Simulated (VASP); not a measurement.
# Zn (Fd-3m) in VASP: a series of runs

The runs below take Zn through single point, relaxation of cell and atoms, with PBE.

Everything below comes from runs of VASP 6.6.1. Logs are shortened: lines on timing, memory, paths and dates and some standing lists are left out, and cuts for length are marked.

## Step 1: The cell of the first run

The structure is cubic, space group Fd-3m (No. 227). Conventional cell: a = 5.220 Å, b = 5.220 Å, c = 5.220 Å, α = 90.00°, β = 90.00°, γ = 90.00°. Zn (site symmetry -43m) has 4 Zn at 2.26 Å within 3.0 Å.

## Step 2: Single point, PBE

INCAR reads:

```
SYSTEM = Zn
  ALGO = Normal
  EDIFF = 1E-6
  ENCUT = 520
  GGA = PE
  ISIF = 2
  ISMEAR = -1
  LASPH = .True.
  LCHARG = .False.
  LREAL = .False.
  LWAVE = .False.
  NBANDS = 19
  NELM = 60
  PREC = Accurate
  SIGMA = 0.05
```

KPOINTS reads:

```
k-points
0
Gamma
  7 7 7
  0 0 0
```

POSCAR reads:

```
Zn
1.0
    0.0000000000      2.6100635894      2.6100635894
    2.6100635894      0.0000000000      2.6100635894
    2.6100635894      2.6100635894      0.0000000000
Zn
2
Direct
    0.0000000000      0.0000000000      0.0000000000
    0.2500000000      0.2500000000      0.2500000000
```

Potentials or basis: VASP PAW PBE potentials, release 64 (Zn).

Run with:

```console
$ cat potpaw_PBE.64/Zn/POTCAR > POTCAR
$ mpirun -np 1 vasp_std > vasp.out
```

OUTCAR:

```text
SYSTEM = Zn
   EDIFF = 1E-6
   ENCUT = 520
   GGA = PE
   ISIF = 2
   ISMEAR = -1
   LASPH = .True.
   LREAL = .False.
   NELM = 60
   PREC = Accurate

 ion  position               nearest neighbor table
   1  0.000  0.000  0.000-   2 2.26   2 2.26   2 2.26   2 2.26
   2  0.250  0.250  0.250-   1 2.26   1 2.26   1 2.26   1 2.26

  LATTYP: Found a face centered cubic cell.
 ALAT       =     5.2201271788

  Lattice vectors:

 A1 = (   0.0000000000,   2.6100635894,   2.6100635894)
 A2 = (   2.6100635894,   0.0000000000,   2.6100635894)
 A3 = (   2.6100635894,   2.6100635894,   0.0000000000)

Analysis of symmetry for initial positions (statically):
=====================================================================
 Subroutine PRICEL returns:
 Original cell was already a primitive cell.

 Routine SETGRP: Setting up the symmetry group for a
 face centered cubic supercell.

 Subroutine GETGRP returns: Found 48 space group operations
 (whereof 24 operations were pure point group operations)
 out of a pool of 48 trial point group operations.

The static configuration has the point symmetry T_d .
 The point group associated with its full space group is O_h .

Analysis of symmetry for dynamics (positions and initial velocities):
=====================================================================
 Subroutine PRICEL returns:
 Original cell was already a primitive cell.

 Routine SETGRP: Setting up the symmetry group for a
 face centered cubic supercell.

 Subroutine GETGRP returns: Found 48 space group operations
 (whereof 24 operations were pure point group operations)
 out of a pool of 48 trial point group operations.

The dynamic configuration has the point symmetry T_d .
 The point group associated with its full space group is O_h .

 Subroutine INISYM returns: Found 48 space group operations
 (whereof 24 operations are pure point group operations),
 and found     1 'primitive' translations

----------------------------------------------------------------------------------------

                                     Primitive cell

  volume of cell :      35.5618

  direct lattice vectors                    reciprocal lattice vectors
     0.000000000  2.610063589  2.610063589    -0.191566214  0.191566214  0.191566214
     2.610063589  0.000000000  2.610063589     0.191566214 -0.191566214  0.191566214
     2.610063589  2.610063589  0.000000000     0.191566214  0.191566214 -0.191566214

  length of vectors
     3.691187327  3.691187327  3.691187327     0.331802416  0.331802416  0.331802416

  position of ions in fractional coordinates (direct lattice)
     0.000000000  0.000000000  0.000000000
     0.250000000  0.250000000  0.250000000

  ion indices of the primitive-cell ions
   primitive index   ion index
                 1           1
                 2           2

----------------------------------------------------------------------------------------

 KPOINTS: k-points

Automatic generation of k-mesh.
 Grid dimensions read from file:
 generate k-points for:    7    7    7

 Generating k-lattice:

  Cartesian coordinates                     Fractional coordinates (reciprocal lattice)
    -0.027366602  0.027366602  0.027366602     0.142857143  0.000000000  0.000000000
     0.027366602 -0.027366602  0.027366602     0.000000000  0.142857143  0.000000000
     0.027366602  0.027366602 -0.027366602     0.000000000  0.000000000  0.142857143

  Length of vectors
     0.047400345  0.047400345  0.047400345

  Shift w.r.t. Gamma in fractional coordinates (k-lattice)
     0.000000000  0.000000000  0.000000000

 Subroutine IBZKPT returns following result:
 ===========================================

 Found     20 irreducible k-points:

 Following reciprocal coordinates:
            Coordinates               Weight
  0.000000  0.000000  0.000000      1.000000
  0.142857  0.000000  0.000000      8.000000
  0.285714  0.000000  0.000000      8.000000
  0.428571  0.000000  0.000000      8.000000
  0.142857  0.142857  0.000000      6.000000
  0.285714  0.142857  0.000000     24.000000
[... 12 lines left out ...]
 -0.428571  0.428571  0.142857     24.000000
 -0.285714  0.428571  0.142857     24.000000
   k-points           NKPTS =     20   k-points in BZ     NKDIM =     20   number of bands    NBANDS=     19
   number of dos      NEDOS =    301   number of ions     NIONS =      2
   total plane-waves  NPLWV =  21952
   dimension x,y,z NGX =    28 NGY =   28 NGZ =   28
   dimension x,y,z NGXF=    56 NGYF=   56 NGZF=   56
   ions per type =               2
   NGX,Y,Z   is equivalent  to a cutoff of  12.61, 12.61, 12.61 a.u.
   NGXF,Y,Z  is equivalent  to a cutoff of  25.22, 25.22, 25.22 a.u.
 SYSTEM =  Zn
   PREC   = accura    normal or accurate (medium, high low for compatibility)
   ISTART =      0    job   : 0-new  1-cont  2-samecut
   ICHARG =      2    charge: 1-file 2-atom 10-const
   ISPIN  =      1    spin polarized calculation?
   LNONCOLLINEAR =      F non collinear calculations
   LSORBIT =      F    spin-orbit coupling
   LASPH  =      T    aspherical Exc in radial PAW
   ENCUT  =  520.0 eV  38.22 Ry    6.18 a.u.   6.86  6.86  6.86*2*pi/ulx,y,z
   NELM   =     60;   NELMIN=  2; NELMDL= -5     # of ELM steps
   EDIFF  = 0.1E-05   stopping-criterion for ELM
   LREAL  =      F    real-space projection
   EDIFFG = 0.1E-04   stopping-criterion for IOM
   NSW    =      0    number of steps for IOM
   IBRION =     -1    ionic relax: 0-MD 1-quasi-New 2-CG
   NFREE  =      0    steps in history (QN), initial steepest desc. (CG)
   ISIF   =      2    stress and relaxation
   ISYM   =      2    0-nonsym 1-usesym 2-fastsym
   POTIM  = 0.5000    time-step for ionic-motion
   TEBEG  =    0.0;   TEEND  =   0.0 temperature during run
   PSTRESS=    0.0 pullay stress
   NELECT =      24.0000    total number of electrons
   NUPDOWN=      -1.0000    fix difference up-down
   EMIN   =  10.00;   EMAX   =-10.00  energy-range for DOS
   EFERMI =   0.00;   METHOD = LEGACY
   ISMEAR =    -1;   SIGMA  =   0.05  broadening in eV -4-tet -1-fermi 0-gaus
   EFERMI_NEDOS =   21; number of points for ismear=-14 and -15
   IALGO  =     38    algorithm
   IMIX   =      4    mixing-type and parameters
     AMIX     =   0.40;   BMIX     =  1.00
     AMIX_MAG =   1.60;   BMIX_MAG =  1.00
  volume/ion in A,a.u.               =      17.78       119.99
  Fermi-wavevector in a.u.,A,eV,Ry     =   1.435988  2.713624 28.056052  2.062062
  Thomas-Fermi vector in A             =   2.555226
   LORBIT       =      0    0 simple, 1 ext, 2 COOP (PROOUT), +10 PAW based schemes
   GGA     = PE    functional components
   LHFCALC =     F    Hartree Fock is set to
   AEXX    =    0.0000 exact exchange contribution
   IVDW    =     0    specifies the selected vdW correction
   LEPSILON=     F    determine dielectric tensor
   LRPA    =     F    only Hartree local field effects (RPA)
 non-spin polarized calculation
  energy-cutoff  :      520.00
  volume of cell :       35.56
 maximum number of plane-waves:       966
   NGX = 13   NGY = 13   NGZ = 13

 number of electron      23.9999974 magnetization

 Free energy of the ion-electron system (eV)
  ---------------------------------------------------
  ext. energy  EPLUGINS =         0.00000000
  ---------------------------------------------------
  free energy    TOTEN  =        -0.63014816 eV

  energy without entropy =       -0.62363659  energy(sigma->0) =       -0.62689238

 E-fermi :   1.9061     XC(G=0): -10.4887

 val. band max:        1.8187741892   @ k =   0.2857   0.0000   0.0000
 cond. band min:       1.9227919926   @ k =  -0.4286   0.4286   0.1429
 fundamental gap:      0.1040178034
 Fermi energy:         1.9060598814

 k-point     1 :       0.0000    0.0000    0.0000
  band No.  band energies     occupation
      1      -7.4717      2.00000
      2      -6.5098      2.00000
      3      -6.5098      2.00000
      4      -6.5098      2.00000
      5      -6.4647      2.00000
      6      -6.4647      2.00000
[... 11 lines left out ...]
     18      12.4541      0.00000
     19      12.9316      0.00000

 k-point     2 :       0.1429    0.0000    0.0000
  band No.  band energies     occupation
      1      -7.1672      2.00000
      2      -6.5815      2.00000
      3      -6.5815      2.00000
      4      -6.4971      2.00000
      5      -6.3572      2.00000
      6      -6.3572      2.00000
[... 11 lines left out ...]
     18      13.4313      0.00000
     19      14.4575      0.00000

 k-point     3 :       0.2857    0.0000    0.0000
  band No.  band energies     occupation
      1      -6.5967      2.00000
      2      -6.5967      2.00000
      3      -6.5922      2.00000
      4      -6.3694      2.00000
      5      -6.2880      2.00000
      6      -6.2880      2.00000
[... 11 lines left out ...]
     18      12.7701      0.00000
     19      15.4341      0.00000

 k-point     4 :       0.4286    0.0000    0.0000
  band No.  band energies     occupation
      1      -6.5566      2.00000
      2      -6.5566      2.00000
      3      -6.4755      2.00000
      4      -6.3156      2.00000
      5      -6.3156      2.00000
      6      -6.2360      2.00000
[... 11 lines left out ...]
     18      11.8745      0.00000
     19      18.1729      0.00000

 k-point     5 :       0.1429    0.1429    0.0000
  band No.  band energies     occupation
      1      -7.0598      2.00000
      2      -6.6529      2.00000
      3      -6.5110      2.00000
      4      -6.5110      2.00000
      5      -6.3910      2.00000
      6      -6.2726      2.00000
[... 11 lines left out ...]
     18      12.7890      0.00000
     19      15.1572      0.00000

 k-point     6 :       0.2857    0.1429    0.0000
  band No.  band energies     occupation
      1      -6.6893      2.00000
      2      -6.5767      2.00000
      3      -6.5269      2.00000
      4      -6.4110      2.00000
      5      -6.3030      2.00000
      6      -6.1695      2.00000
[... 11 lines left out ...]
     18      13.5437      0.00000
     19      15.7117      0.00000

 k-point     7 :       0.4286    0.1429    0.0000
  band No.  band energies     occupation
      1      -6.6741      2.00000
      2      -6.5368      2.00000
      3      -6.4976      2.00000
      4      -6.2575      2.00000
      5      -6.1894      2.00000
      6      -6.1697      2.00000
[... 11 lines left out ...]
     18      13.3837      0.00000
     19      15.1076      0.00000

 k-point     8 :      -0.4286    0.1429    0.0000
  band No.  band energies     occupation
      1      -6.6447      2.00000
      2      -6.5881      2.00000
      3      -6.4193      2.00000
      4      -6.2769      2.00000
      5      -6.1988      2.00000
      6      -6.1806      2.00000
[... 168 lines left out ...]
 k-point    16 :      -0.4286    0.4286    0.0000
  band No.  band energies     occupation
      1      -6.6946      2.00000
      2      -6.5515      2.00000
      3      -6.5475      2.00000
      4      -6.3658      2.00000
      5      -5.8313      2.00000
      6      -5.7893      2.00000
[... 11 lines left out ...]
     18      18.7184      0.00000
     19      18.9324      0.00000

 k-point    17 :       0.4286    0.2857    0.1429
  band No.  band energies     occupation
      1      -6.7027      2.00000
      2      -6.6061      2.00000
      3      -6.4462      2.00000
      4      -6.2406      2.00000
      5      -6.1765      2.00000
      6      -6.0522      2.00000
[... 11 lines left out ...]
     18      15.4826      0.00000
     19      16.6104      0.00000

 k-point    18 :      -0.4286    0.2857    0.1429
  band No.  band energies     occupation
      1      -6.6961      2.00000
      2      -6.6498      2.00000
      3      -6.3861      2.00000
      4      -6.1922      2.00000
      5      -6.1592      2.00000
      6      -6.0211      2.00000
[... 11 lines left out ...]
     18      15.8916      0.00000
     19      16.8288      0.00000

 k-point    19 :      -0.4286    0.4286    0.1429
  band No.  band energies     occupation
      1      -6.7059      2.00000
      2      -6.6575      2.00000
      3      -6.4099      2.00000
      4      -6.2867      2.00000
      5      -5.9814      2.00000
      6      -5.8484      2.00000
[... 11 lines left out ...]
     18      17.5811      0.00000
     19      19.4708      0.00000

 k-point    20 :      -0.2857    0.4286    0.1429
  band No.  band energies     occupation
      1      -6.7296      2.00000
      2      -6.6743      2.00000
      3      -6.3539      2.00000
      4      -6.2116      2.00000
      5      -6.0358      2.00000
      6      -5.8361      2.00000
[... 11 lines left out ...]
     18      13.8960      0.00000
     19      19.2208      0.00000

------------------------ aborting loop because EDIFF is reached ----------------------------------------

  FORCE on cell =-STRESS in cart. coord.  units (eV):
  Direction    XX          YY          ZZ          XY          YZ          ZX
  --------------------------------------------------------------------------------------
  -------------------------------------------------------------------------------------
  Total        4.5606700      4.5606700      4.5606700     -0.0000000      0.0000000     -0.0000000
  in kB      205.4735700    205.4735700    205.4735700     -0.0000000      0.0000000     -0.0000000
  external PRESSURE =     205.4735700 kB  Pullay stress =       0.0000000 kB

 VOLUME and BASIS-vectors are now :
 -----------------------------------------------------------------------------
  energy-cutoff  :      520.00
  volume of cell :       35.56
      direct lattice vectors                 reciprocal lattice vectors
     0.000000000  2.610063589  2.610063589    -0.191566214  0.191566214  0.191566214
     2.610063589  0.000000000  2.610063589     0.191566214 -0.191566214  0.191566214
     2.610063589  2.610063589  0.000000000     0.191566214  0.191566214 -0.191566214

 POSITION                                       TOTAL-FORCE (eV/Angst)
 -----------------------------------------------------------------------------------
      0.00000      0.00000      0.00000         0.000000     -0.000000      0.000000
      1.30503      1.30503      1.30503        -0.000000      0.000000     -0.000000
 -----------------------------------------------------------------------------------
    total drift:                                0.000000      0.000000      0.000000

  FREE ENERGIE OF THE ION-ELECTRON SYSTEM (eV)
  ---------------------------------------------------
  free  energy   TOTEN  =        -0.6301481635 eV

  energy  without entropy=       -0.6236365874  energy(sigma->0) =       -0.62689238
```

Wall time 7.1 s (1 thread of Intel Xeon 6975P-C (Granite Rapids), shared host); peak memory 0.14 GiB.

What came out:

| Property | Result |
| --- | --- |
| Free energy | -0.6301 eV |
| Pressure | 20.5 GPa |
| Band gap on the k mesh | zero (band 12 reaches 8.73 eV, above the bottom of band 13 at 0.75 eV) |

Levels at points of the mesh, in eV from the Fermi level:
| k point | band 10 | band 11 | band 12 | band 13 | band 14 | band 15 |
| --- | --- | --- | --- | --- | --- | --- |
| (0.00, 0.00, 0.00) | -7.01 | -7.01 | 6.83 | 6.83 | 6.83 | 8.12 |

## Step 3: Single point, PBE

This run uses another cell than the first one, of 19.90 Å³/atom, 1.119 times its volume.

INCAR reads:

```
SYSTEM = Zn
PREC     = Accurate       ! precision mode
ENCUT    = 520            ! plane-wave cutoff, eV
EDIFF    = 1E-7           ! SCF threshold, eV
ISMEAR   = -1             ! smearing method
SIGMA    = 0.05           ! smearing width, eV
LREAL    = .False.        ! projectors in reciprocal space
LASPH    = .True.         ! aspherical terms in the spheres
NELM     = 60             ! most SCF steps
ALGO     = Normal         ! electronic algorithm
ISIF     = 2              ! what is computed and relaxed
LWAVE    = .False.        ! write WAVECAR
LCHARG   = .False.        ! write CHGCAR
GGA      = PE             ! functional
NBANDS   = 19             ! bands
```

KPOINTS reads:

```
regular mesh
0
Gamma
  7 7 7
  0 0 0
```

POSCAR reads:

```
Zn
1.0
    0.0000000000      2.7100000000      2.7100000000
    2.7100000000      0.0000000000      2.7100000000
    2.7100000000      2.7100000000      0.0000000000
Zn
2
Direct
    0.0000000000      0.0000000000      0.0000000000
    0.2500000000      0.2500000000      0.2500000000
```

Potentials or basis: VASP PAW PBE potentials, release 64 (Zn).

Run with:

```console
$ cat potpaw_PBE.64/Zn/POTCAR > POTCAR
$ mpirun -np 1 vasp_std > vasp.out
```

Run time: 10 s. Hardware: 1 thread of Intel Xeon 6975P-C (Granite Rapids), shared host; peak memory 0.16 GiB.

Results (log left out):

```yaml
Free_energy: -1.0253 eV
Pressure: 10.3 GPa
Band_gap_on_the_k_mesh: zero (band 12 reaches 7.47 eV, above the bottom of band 13 at 0.36 eV)
```

Levels at points of the mesh, in eV from the Fermi level:
```
           k point  band 9  band 10  band 11  band 12  band 13  band 14  band 15  band 16
(0.00, 0.00, 0.00)   -7.24    -6.92    -6.92     6.18     6.18     6.18     7.56     7.56
```

## Step 4: Single point, PBE

This run uses another cell than the first one, of 21.74 Å³/atom, 1.223 times its volume.

INCAR reads:

```
SYSTEM = Zn
ALGO = Normal ; EDIFF = 1E-7
ENCUT = 520 ; GGA = PE
ISIF = 2 ; ISMEAR = -1
LASPH = .TRUE. ; LCHARG = .FALSE.
LREAL = .FALSE. ; LWAVE = .FALSE.
NBANDS = 19 ; NELM = 80
PREC = Accurate ; SIGMA = 0.05
```

KPOINTS reads:

```
k-points
0
G
  7 7 7
  0 0 0
```

POSCAR reads:

```
Zn
1.0
    0.0000000000      2.7910551286      2.7910551286
    2.7910551286      0.0000000000      2.7910551286
    2.7910551286      2.7910551286      0.0000000000
Zn
2
Direct
    0.0000000000      0.0000000000      0.0000000000
    0.2500000000      0.2500000000      0.2500000000
```

Run with:

```console
$ cat potpaw_PBE.64/Zn/POTCAR > POTCAR
$ mpirun -np 1 vasp_std > vasp.out
```

Run time: 9.7 s. Hardware: 1 thread of Intel Xeon 6975P-C (Granite Rapids), shared host; peak memory 0.15 GiB.

The run converged. Its results:

```
Free energy            : -1.1999 eV
Pressure               : 5.3 GPa
Band gap on the k mesh : zero (band 12 reaches 6.60 eV, above the bottom of band 13 at 0.11 eV)
```

Levels at points of the mesh, in eV from the Fermi level:
| k point | band 10 | band 11 | band 12 | band 13 | band 14 | band 15 |
| --- | --- | --- | --- | --- | --- | --- |
| (0.00, 0.00, 0.00) | -6.80 | -6.80 | 5.76 | 5.76 | 5.76 | 7.19 |

## Step 5: Single point, PBE

This run uses another cell than the first one, of 24.88 Å³/atom, 1.399 times its volume.

INCAR reads:

```
  ALGO = Normal
  EDIFF = 1E-6
  ENCUT = 520
  GGA = PE
  ISIF = 2
  ISMEAR = -1
  LASPH = True
  LCHARG = False
  LREAL = False
  LWAVE = False
  NBANDS = 19
  NELM = 80
  PREC = Accurate
  SIGMA = 0.05
```

KPOINTS reads:

```
k-points
0
Gamma
  7 7 7
```

POSCAR reads:

```
Zn
1.0
    0.0000000000      2.9192942348      2.9192942348
    2.9192942348      0.0000000000      2.9192942348
    2.9192942348      2.9192942348      0.0000000000
Zn
2
Direct
    0.0000000000      0.0000000000      0.0000000000
    0.2500000000      0.2500000000      0.2500000000
```

Run with:

```console
$ cat potpaw_PBE.64/Zn/POTCAR > POTCAR
$ mpirun -np 1 vasp_std > vasp.out
```

Run time: 7.5 s. Hardware: 1 thread of Intel Xeon 6975P-C (Granite Rapids), shared host; peak memory 0.16 GiB.

The run converged. Its results:

- Free energy: -1.2957 eV
- Pressure: 0.2 GPa
- Band gap on the k mesh: zero (band 12 reaches 5.41 eV, above the bottom of band 13 at -0.22 eV)

Levels at points of the mesh, in eV from the Fermi level:
```
           k point  band 10  band 11  band 12  band 13  band 14  band 15
(0.00, 0.00, 0.00)    -6.69    -6.69     5.19     5.19     5.19     6.67
```

(Continued in part 2 of 2.)
